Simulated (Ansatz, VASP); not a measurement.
**Two plane-wave programs on SiO2**

INCAR

```
SYSTEM = SiO2
ALGO     = Normal         ! electronic algorithm
EDIFF    = 1E-8           ! SCF threshold, eV
ENCUT    = 520            ! plane-wave cutoff, eV
GGA      = PE             ! functional
ISIF     = 2              ! what is computed and relaxed
ISMEAR   = -1             ! smearing method
LASPH    = .True.         ! aspherical terms in the spheres
LCHARG   = .False.        ! write CHGCAR
LEFG     = .True.       
LREAL    = Auto         
LWAVE    = .False.        ! write WAVECAR
NBANDS   = 63             ! bands
NELM     = 80             ! most SCF steps
PREC     = Accurate       ! precision mode
SIGMA    = 0.02           ! smearing width, eV
```

File KPOINTS:

```
k-points
0
Gamma
  4 4 3
  0 0 0
```

The input POSCAR:

```
SiO2
1.0
    7.3005505184      0.0000000000      0.0000000000
   -3.6502752592      6.3224622106      0.0000000000
    0.0000000000      0.0000000000      7.0051237300
Si O
6 12
Direct
    0.5338583600      0.7669291800      0.4166666667
    0.4661416400      0.2330708200      0.9166666667
    0.2330708200      0.4661416400      0.7500000000
    0.7669291800      0.2330708200      0.5833333333
    0.7669291800      0.5338583600      0.2500000000
    0.2330708200      0.7669291800      0.0833333333
    0.6123260400      0.3876739600      0.0833333333
    0.0000000000      0.6828971200      0.1666666667
    0.7753479200      0.3876739600      0.4166666667
    0.6828971200      0.6828971200      0.3333333333
    0.3171028800      0.3171028800      0.8333333333
    0.6123260400      0.2246520800      0.7500000000
    0.2246520800      0.6123260400      0.9166666667
    0.3171028800      0.0000000000      0.0000000000
    0.0000000000      0.3171028800      0.6666666667
    0.3876739600      0.7753479200      0.2500000000
    0.3876739600      0.6123260400      0.5833333333
    0.6828971200      0.0000000000      0.5000000000
```

Input for Ansatz:

```yaml
crystal:
  lattice:
    - [7.3005505184, 0.0, 0.0]
    - [-3.6502752592, 6.3224622106, 0.0]
    - [0.0, 0.0, 7.00512373]
  atoms:
    - { symbol: Si, position: [0.53385836, 0.76692918, 0.4166666667] }
    - { symbol: Si, position: [0.46614164, 0.23307082, 0.9166666667] }
    - { symbol: Si, position: [0.23307082, 0.46614164, 0.75] }
    - { symbol: Si, position: [0.76692918, 0.23307082, 0.5833333333] }
    - { symbol: Si, position: [0.76692918, 0.53385836, 0.25] }
    - { symbol: Si, position: [0.23307082, 0.76692918, 0.0833333333] }
    - { symbol: O, position: [0.61232604, 0.38767396, 0.0833333333] }
    - { symbol: O, position: [0.0, 0.68289712, 0.1666666667] }
    - { symbol: O, position: [0.77534792, 0.38767396, 0.4166666667] }
    - { symbol: O, position: [0.68289712, 0.68289712, 0.3333333333] }
    - { symbol: O, position: [0.31710288, 0.31710288, 0.8333333333] }
    - { symbol: O, position: [0.61232604, 0.22465208, 0.75] }
    - { symbol: O, position: [0.22465208, 0.61232604, 0.9166666667] }
    - { symbol: O, position: [0.31710288, 0.0, 0.0] }
    - { symbol: O, position: [0.0, 0.31710288, 0.6666666667] }
    - { symbol: O, position: [0.38767396, 0.77534792, 0.25] }
    - { symbol: O, position: [0.38767396, 0.61232604, 0.5833333333] }
    - { symbol: O, position: [0.68289712, 0.0, 0.5] }
kpoints:
  mp_grid: { grid: [4, 4, 3] }
scf:
  occupations: { method: fermi_dirac, width: 0.02 }
hamiltonian:
  xc: pbe
  pseudopotentials: { kind: paw }
output:
  forces: true
  stress: true
  populations: true
  efg: { quadrupole_moments_barn: { O: -0.02558 }, contact_densities: true }
  write_density: true
  write_potential: true
  elf: true
  volumetric_format: npy
```

Alike in both runs: task electric field gradients; functional PBE; k mesh 4 × 4 × 3; occupations fermi-dirac, width 0.02 eV; no spin polarisation.

|  | VASP | Ansatz |
| --- | --- | --- |
| version | VASP 6.6.1 | Ansatz 0.2.0 |
| potentials or method | VASP PAW PBE potentials, release 64 (Si, O) | plane-wave PAW, scalar-relativistic |
| plane-wave cutoff (eV) | 520 | 420 |
| valence electrons in the cell | 96 | 96 |

Ansatz gave:

```
gap on the k mesh at the Fermi level (eV)            : 5.72
pressure (GPa)                                       : 3.6
rms of the force components (eV/Å)                   : 0.062
size of Vzz on the site where it differs most (V/Å²) : 101.8
```

Question: What did VASP give for the same quantities?

Answer: gap on the k mesh at the Fermi level (eV): 5.72; pressure (GPa): 3.6; rms of the force components (eV/Å): 0.058; size of Vzz on the site where it differs most (V/Å²): 96.6.

Atom by atom the forces differ by 0.006 eV/Å (rms over components). Ansatz's warnings: xc potential rough in thin density.
